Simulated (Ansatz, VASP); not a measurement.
Two plane-wave programs on TaRu

INCAR

```
ALGO     = Normal         # electronic algorithm
EDIFF    = 1E-8           # SCF threshold, eV
ENCUT    = 520            # plane-wave cutoff, eV
ISIF     = 2              # what is computed and relaxed
ISMEAR   = -1             # smearing method
LASPH    = T              # aspherical terms in the spheres
LCHARG   = F              # write CHGCAR
LEFG     = T            
LREAL    = F              # projectors in reciprocal space
LWAVE    = F              # write WAVECAR
NBANDS   = 20             # bands
NELM     = 100            # most SCF steps
PREC     = Accurate       # precision mode
SIGMA    = 0.05           # smearing width, eV
```

File KPOINTS:

```
k-points
0
Gamma
  11 11 10
```

Contents of POSCAR:

```
TaRu
1.0
    3.0732191323      0.0000000000      0.0000000000
    0.0000000000      3.0732191323      0.0000000000
    0.0000000000      0.0000000000      3.4114443627
Ta Ru
1 1
Direct
    0.5000000000      0.5000000000      0.5000000000
    0.0000000000      0.0000000000      0.0000000000
```

Input for Ansatz:

```yaml
crystal:
  lattice:
    - [3.0732191323, 0.0, 0.0]
    - [0.0, 3.0732191323, 0.0]
    - [0.0, 0.0, 3.4114443627]
  atoms:
    - { symbol: Ta, position: [0.5, 0.5, 0.5] }
    - { symbol: Ru, position: [0.0, 0.0, 0.0] }
kpoints:
  mp_grid: { grid: [11, 11, 10] }
scf:
  occupations: { method: fermi_dirac, width: 0.05 }
hamiltonian:
  xc: lda
  pseudopotentials: { kind: paw }
output:
  forces: true
  stress: true
  eigenvalues: true
  efg: { contact_densities: true }
```

Change from the starting cell: volume scaled by 1.02, PAW files.

Alike in both runs: task electric field gradients; functional LDA; k mesh 11 × 11 × 10; occupations fermi-dirac, width 0.05 eV; no spin polarisation.

```csv
,VASP,Ansatz
version,VASP 6.6.1,Ansatz 0.2.0
potentials or method,"VASP PAW LDA potentials, release 64 (Ta_pv, Ru_pv)","PAW with Ansatz's default frozen-core files, scalar-relativistic"
plane-wave cutoff (eV),520,420
valence electrons in the cell,25,29
```

|  | VASP | Ansatz | Ansatz less VASP |
| --- | --- | --- | --- |
| pressure (GPa) | -14.2 | -15.0 | -0.81 |
| traceless stress, the component that is largest in VASP (GPa) | 0.90 | 0.99 | +0.091 |
| size of Vzz on the site where it differs most (V/Å²) | 22.0 | 13.9 | -8.07 |

LDA's correlation is that of Perdew and Zunger in VASP and of Perdew and Wang (1992) in Ansatz. VASP's potentials hold 25 valence electrons a cell and Ansatz's 29, so a difference there can come from the potentials and not from the codes.

Neither program's run includes spin-orbit coupling.
